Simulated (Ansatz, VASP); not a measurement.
**Ag: VASP beside Ansatz**

File INCAR:

```
  PREC = Accurate
  ENCUT = 520
  EDIFF = 1E-6
  ISMEAR = 0
  SIGMA = 0.15
  LREAL = False
  LASPH = True
  NELM = 60
  ALGO = Fast
  ISIF = 2
  LWAVE = False
  LCHARG = False
  GGA = PS
  NBANDS = 18
```

KPOINTS

```
Automatic mesh
0
Gamma
  16 16 12
```

POSCAR

```
Ag
1.0
    0.0000000000     -2.0431000000     -2.0431000000
    0.0000000000      2.0431000000     -2.0431000000
    4.0862000000      0.0000000000      0.0000000000
Ag
2
Direct
    0.4963291077      0.5036708923      0.5000000000
    0.0036708923     -0.0036708923      0.0000000000
```

Input for Ansatz:

```yaml
crystal:
  lattice:
    - [0.0, -2.0431, -2.0431]
    - [0.0, 2.0431, -2.0431]
    - [4.0862, 0.0, 0.0]
  atoms:
    - { symbol: Ag, position: [0.4963291077, 0.5036708923, 0.5] }
    - { symbol: Ag, position: [0.0036708923, -0.0036708923, 0.0] }
basis:
  ecutwfc: 420
kpoints:
  mp_grid: { grid: [16, 16, 12] }
hamiltonian:
  xc: pbesol
scf:
  occupations: { method: gaussian, width: 0.15 }
output:
  forces: true
  stress: true
  eigenvalues: true
```

Change from the starting cell: mode 4 (111.8 1/cm) frozen in, largest displacement +0.015 Å.

Alike in both runs: task single point; functional PBEsol; k mesh 16 × 16 × 12; occupations gaussian, width 0.15 eV; no spin polarisation.

```csv
,VASP,Ansatz
version,VASP 6.6.1,Ansatz 0.2.0
potentials or method,"VASP PAW PBE potentials, release 64 (Ag), cutoff 520 eV","scalar-relativistic, plane waves, PAW"
valence electrons in the cell,22,38
```

|  | VASP | Ansatz | Ansatz less VASP |
| --- | --- | --- | --- |
| gap on the k mesh at the Fermi level (eV) | none | none | - |
| pressure (GPa) | -2.9 | -2.6 | +0.24 |
| traceless stress, the component that is largest in VASP (GPa) | -0.24 | -0.24 | -0.004 |
| rms of the force components (eV/Å) | 0.042 | 0.043 | +0.0005 |

VASP's potentials were made for PBE, not for PBEsol. Atom by atom the forces differ by 0.000 eV/Å (rms over components). A gap of «none» marks a metal or a gap that the smearing closes. The functional is the same, so the differences come from potentials, cutoffs and numerics. VASP's potentials hold 22 valence electrons a cell and Ansatz's 38, so a difference there can come from the potentials and not from the codes.
